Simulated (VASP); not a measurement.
Be, 4 atoms in the cell. It takes space group P4_2/mnm (No. 136, tetragonal). The conventional cell has a = 3.772 Å, b = 3.772 Å, c = 2.296 Å, α = 90.00°, β = 90.00°, γ = 90.00°. Within 2.9 Å of Be (site symmetry m2m) lie 13 Be at 2.16 to 2.71 Å.  This cell differs from its parent crystal: volume scaled by 1.02.

* Program: VASP 6.6.1
* Task: electric field gradients
* Functional: PBE
* Potentials or basis: VASP PAW PBE potentials, release 64 (Be)
* Cutoff: 520 eV
* k mesh: 9 × 9 × 14
* Occupations: fermi-dirac, width 0.05 eV
* Spin: no spin polarisation
* Dipole correction: no
* Further INCAR settings: ALGO = Normal; EDIFF = 1e-08; NBANDS = 12

Potentials or basis: VASP PAW PBE potentials, release 64 (Be).

Command:

```bash
$ cat potpaw_PBE.64/Be/POTCAR > POTCAR
$ mpirun -np 1 vasp_std > vasp.out
```

Hardware: 1 thread of Intel Xeon 8259CL (shared host).

Task: How long does it take, and how much memory?

Result: Wall time 54 s on 1 thread of Intel Xeon 8259CL (shared host), peak memory 0.16 GiB. Counts: scf iterations 14, k points 120.
